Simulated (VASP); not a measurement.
# Zn (Im-3m) in VASP: a series of runs, part 3 of 3

VASP 6.6.1.

### 6 Relaxation of cell and atoms, PBEsol, target pressure 10 GPa, at which the enthalpy is minimised

This run uses another cell than the first one, of 15.45 Å³/atom, 1.189 times its volume.

INCAR reads:

```
PREC     = Accurate       # precision mode
ENCUT    = 600            # plane-wave cutoff, eV
EDIFF    = 1E-6           # SCF threshold, eV
ISMEAR   = -1             # smearing method
SIGMA    = 0.05           # smearing width, eV
LREAL    = F              # projectors in reciprocal space
LASPH    = T              # aspherical terms in the spheres
NELM     = 100            # most SCF steps
ALGO     = Normal         # electronic algorithm
ISIF     = 3              # what is computed and relaxed
LWAVE    = F              # write WAVECAR
LCHARG   = F              # write CHGCAR
GGA      = PS             # functional
IBRION   = 2              # ionic algorithm
NSW      = 80             # ionic steps
EDIFFG   = -0.005         # ionic threshold
PSTRESS  = 100.0
```

KPOINTS reads:

```
Automatic mesh
0
Gamma
  12 12 12
```

POSCAR reads:

```
Zn
1.0
   -1.5690370000      1.5690370000      1.5690370000
    1.5690370000     -1.5690370000      1.5690370000
    1.5690370000      1.5690370000     -1.5690370000
Zn
1
Direct
    0.0000000000      0.0000000000      0.0000000000
```

Potentials or basis: VASP PAW PBE potentials, release 64 (Zn).

The run is started by

```bash
$ cat potpaw_PBE.64/Zn/POTCAR > POTCAR
$ mpirun -np 1 vasp_std > vasp.out
```

OUTCAR:

```text
PREC = Accurate
   ENCUT = 600
   EDIFF = 1E-6
   ISMEAR = -1
   LREAL = F
   LASPH = T
   NELM = 100
   ISIF = 3
   GGA = PS
   IBRION = 2
   NSW = 80
   EDIFFG = -0.005
   PSTRESS = 100.0

 ion  position               nearest neighbor table
   1  0.000  0.000  0.000-

  LATTYP: Found a body centered cubic cell.
 ALAT       =     3.1380740000

  Lattice vectors:

 A1 = (  -1.5690370000,   1.5690370000,   1.5690370000)
 A2 = (   1.5690370000,  -1.5690370000,   1.5690370000)
 A3 = (   1.5690370000,   1.5690370000,  -1.5690370000)

Analysis of symmetry for initial positions (statically):
=====================================================================
 Subroutine PRICEL returns:
[... 363 lines left out ...]
  free energy    TOTEN  =        -1.45249923 eV

  energy without entropy =       -1.44903911  energy(sigma->0) =       -1.45076917

 E-fermi :   4.3906     XC(G=0): -12.5441

 val. band max:        4.1099064344   @ k =   0.5000   0.5000   0.1667
 cond. band min:       4.4109323834   @ k =   0.4167   0.0833   0.0000
 fundamental gap:      0.3010259490
 Fermi energy:         4.3906177665

 k-point     1 :       0.0000    0.0000    0.0000
  band No.  band energies     occupation
      1      -7.5830      2.00000
      2      -4.0458      2.00000
      3      -4.0458      2.00000
      4      -4.0458      2.00000
      5      -3.3720      2.00000
      6      -3.3720      2.00000
      7      26.1415      0.00000
      8      26.1415      0.00000
      9      26.1415      0.00000
     10      26.4656      0.00000
[... 287 lines left out ...]
 k-point    24 :       0.4167    0.0833    0.0833
  band No.  band energies     occupation
      1      -4.8112      2.00000
      2      -4.4652      2.00000
      3      -3.3826      2.00000
      4      -3.3195      2.00000
      5      -3.2880      2.00000
      6       1.6928      2.00000
      7       3.8413      1.99997
      8      13.9037      0.00000
      9      14.2960      0.00000
     10      25.5420      0.00000

 [... further k-points ...]
[... 5 lines left out ...]
  --------------------------------------------------------------------------------------
  -------------------------------------------------------------------------------------
  Total        0.8169967      0.8169967      0.8169967     -0.0000000     -0.0000000      0.0000000
  in kB      100.2966087    100.2966087    100.2966087     -0.0000000     -0.0000000      0.0000000
  external PRESSURE =       0.2966087 kB  Pullay stress =     100.0000000 kB
[... 20 lines left out ...]
  energy  without entropy=       -1.4490391120  energy(sigma->0) =       -1.45076917

  enthalpy is  TOTEN    =        -0.6379186361 eV   P V=        0.8145805903

 reached required accuracy - stopping structural energy minimisation
```

CONTCAR:

```text
Zn
   1.00000000000000
    -1.4831834913367821    1.4831834913367818    1.4831834913367821
     1.4831834913367821   -1.4831834913367818    1.4831834913367821
     1.4831834913367821    1.4831834913367818   -1.4831834913367821
  Zn
     1
Direct
     0.0000000000000000    0.0000000000000000    0.0000000000000000

  0.00000000E+00  0.00000000E+00  0.00000000E+00
```

Run time: 28 s. Hardware: 1 thread of Intel Xeon 6975P-C (Granite Rapids), shared host; peak memory 0.15 GiB.

What came out:

| Item | Value |
| --- | --- |
| Free energy | -1.4525 eV |
| Relaxed volume | 13.05 Å³/atom |
| Relaxed cell | a = 2.569 Å, b = 2.569 Å, c = 2.569 Å, α = 109.47°, β = 109.47°, γ = 109.47° |
| Space group after relaxing (to 0.05 Å) | Im-3m (No. 229) |
| Energy change on relaxing (the enthalpy is what falls) | +16.8 meV/atom |
| Ionic steps | 18 |
| Pressure after relaxing | 10.0 GPa |
| Band gap on the k mesh | zero (band 6 reaches 8.69 eV, above the bottom of band 7 at 3.56 eV) |

Step by step:
```csv
step,energy change (eV),largest force (eV/Å),pressure (GPa),volume (Å³)
1,0.0000,0.0000,-4.95,15.45
2,0.0669,0.0000,16.69,12.45
3,0.0181,0.0000,10.24,13.03
4,0.0153,0.0000,9.77,13.08
5,0.0153,0.0000,9.83,13.08
6,0.0154,0.0000,9.81,13.07
7,0.0154,0.0000,9.77,13.07
8,0.0154,0.0000,9.78,13.07
9,0.0154,0.0000,9.79,13.07
10,0.0154,0.0000,9.80,13.07
11,0.0154,0.0000,9.82,13.07
12,0.0154,0.0000,9.87,13.07
13,0.0155,0.0000,9.83,13.07
14,0.0156,0.0000,9.87,13.07
15,0.0159,0.0000,9.87,13.07
16,0.0164,0.0000,9.92,13.06
17,0.0174,0.0000,10.10,13.04
18,0.0168,0.0000,10.03,13.05
```

Final structure:
```
Zn
1.0
    -1.48318    1.48318    1.48318
     1.48318   -1.48318    1.48318
     1.48318    1.48318   -1.48318
Zn
1
Direct
  0.00000 0.00000 0.00000
```

Levels at points of the mesh, in eV from the Fermi level:
| k point | band 3 | band 4 | band 5 | band 6 | band 7 | band 8 | band 9 | band 10 |
| --- | --- | --- | --- | --- | --- | --- | --- | --- |
| (0.00, 0.00, 0.00) | -8.44 | -8.44 | -7.76 | -7.76 | 21.75 | 21.75 | 21.75 | 22.07 |
| (0.50, 0.00, 0.00) | -7.80 | -7.71 | -7.31 | -3.57 | -0.83 | 12.56 | 13.67 | 16.58 |
| (0.50, 0.50, 0.50) | -7.42 | -7.42 | -7.42 | 4.30 | 4.30 | 4.30 | 9.07 | 9.41 |

Caveat: the cell is relaxed towards a set pressure, so the enthalpy falls and the energy may rise; the volume moved by over 15 % at a fixed basis, so the end points are rough; the PAW data sets were made with another functional, which shifts forces and pressure a little.

### 7 Summary

| task | cell | cutoff (eV) | gap on the mesh (eV) | pressure (GPa) |
| --- | --- | --- | --- | --- |
| single point | a = 2.565 Å, angles 109.5°, 1 atom | 520 | none | 10.6 |
| single point | a = 2.646 Å, angles 109.5°, 1 atom | 520 | none | 0.5 |
| relaxation of cell and atoms | relaxed from a = 2.718 Å, angles 109.5°, 1 atom | 600 | none | 0.0 |
| relaxation of cell and atoms | relaxed to 5 GPa from a = 2.718 Å, angles 109.5°, 1 atom | 600 | none | 5.0 |
| relaxation of cell and atoms | relaxed to 10 GPa from a = 2.718 Å, angles 109.5°, 1 atom | 600 | none | 10.0 |

Alike in all rows: level PBEsol; potentials or basis VASP PAW PBE potentials, release 64 (Zn); no spin polarisation; k mesh 12 × 12 × 12; smearing fermi-dirac 0.05 eV.

Caveats: the PAW data sets were made with another functional, which shifts forces and pressure a little; the cell is relaxed towards a set pressure, so the enthalpy falls and the energy may rise (some runs); the volume moved by over 15 % at a fixed basis, so the end points are rough (some runs).

Absolute energies hang on the potentials; compare differences alone.
